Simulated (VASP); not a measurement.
# NaRe4Ir: single point with PBE

Crystal: NaRe4Ir.

```
Na Re Ir
1.0
     0.00000    3.66330    3.66330
     3.66330    0.00000    3.66330
     3.66330    3.66330    0.00000
Na Re Ir
1 4 1
Direct
  0.00000 0.00000 0.00000
  0.12181 0.62606 0.62606
  0.62606 0.62606 0.62606
  0.62606 0.12181 0.62606
  0.62606 0.62606 0.12181
  0.25000 0.25000 0.25000
```

```
Program             : VASP 6.6.1
Task                : single point
Functional          : PBE
Potentials or basis : VASP PAW PBE potentials, release 64 (Na_pv, Re, Ir)
Cutoff              : 520 eV
k mesh              : 10 × 10 × 10
Occupations         : gaussian, width 0.1 eV
Spin                : no spin polarisation
```

| Item | Value |
| --- | --- |
| Pressure | -0.5 GPa |
| Largest force | 0.041 eV/Å |
| Band gap on the k mesh | zero (band 22 reaches 7.61 eV, above the bottom of band 23 at 6.13 eV) |

Forces on the atoms (eV/Å):
```
Na   0.000  0.000  0.000
Re   0.023 -0.023 -0.023
Re   0.023  0.023  0.023
Re  -0.023  0.023 -0.023
Re  -0.023 -0.023  0.023
Ir   0.000  0.000  0.000
```

Levels at points of the mesh, in eV from the Fermi level:
```
           k point  band 19  band 20  band 21  band 22  band 23  band 24  band 25  band 26
(0.00, 0.00, 0.00)     1.01     1.01     1.01     1.11     1.11     1.11     1.63     1.63
(0.50, 0.00, 0.00)    -2.28    -0.75    -0.75    -0.57     0.05     0.05     0.82     1.34
(0.50, 0.50, 0.00)    -1.69    -1.69    -1.36    -1.18    -0.18     0.14     0.18     0.18
```

Wall time 12 min on 1 thread of Intel(R) Xeon(R) Platinum 8488C (Sapphire Rapids) (shared host), peak memory 0.34 GiB.

Caveat: spin-orbit coupling is left out, which moves the levels of the heavy elements.
